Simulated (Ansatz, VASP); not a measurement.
**Two plane-wave programs on Nb**

INCAR

```
ALGO = Normal ; EDIFF = 1E-7
ENCUT = 520 ; ISIF = 2
ISMEAR = -1 ; LASPH = True
LCHARG = False ; LREAL = False
LWAVE = False ; NBANDS = 12
NELM = 60 ; PREC = Accurate
SIGMA = 0.1
```

KPOINTS

```
k-points
0
Gamma
  2 2 2
```

The input POSCAR:

```
Nb
1.0
   -1.6231103068      1.6231103068      1.6231103068
    1.6231103068     -1.6231103068      1.6231103068
    1.6231103068      1.6231103068     -1.6231103068
Nb
1
Direct
    0.0000000000      0.0000000000      0.0000000000
```

Input for Ansatz:

```yaml
crystal:
  lattice:
    - [-1.6231103068, 1.6231103068, 1.6231103068]
    - [1.6231103068, -1.6231103068, 1.6231103068]
    - [1.6231103068, 1.6231103068, -1.6231103068]
  atoms:
    - { symbol: Nb, position: [0.0, 0.0, 0.0] }
hamiltonian:
  xc: lda
  pseudopotentials:
    kind: paw
    azcp:
      Nb: "pseudopotentials/Nb.paw.azcp"
basis:
  ecutwfc: 420
  fft_grid_basis: typed
kpoints:
  mp_grid: { grid: [2, 2, 2], shift: [0, 0, 0] }
magnetization:
  spin_polarized: false
scf:
  occupations: { method: fermi_dirac, width: 0.1 }
  lower_state_search: "off"
output:
  stress: true
```

Alike in both runs: task single point; functional LDA; k mesh 2 × 2 × 2; occupations fermi-dirac, width 0.1 eV; no spin polarisation.

```csv
,VASP,Ansatz
version,VASP 6.6.1,Ansatz 0.2.0
potentials or method,"VASP PAW LDA potentials, release 64 (Nb_sv), cutoff 520 eV","plane waves (420 eV) with PAW, scalar-relativistic"
valence electrons in the cell,13,13
```

```csv
,VASP,Ansatz,Ansatz less VASP
pressure (GPa),-23.3,-23.3,+0.03
```

Ansatz warns that its potentials were made for another functional, while VASP's fit it. LDA's correlation is that of Perdew and Zunger in VASP and of Perdew and Wang (1992) in Ansatz.

The k mesh is coarse, so the values compare programs but aren't converged.
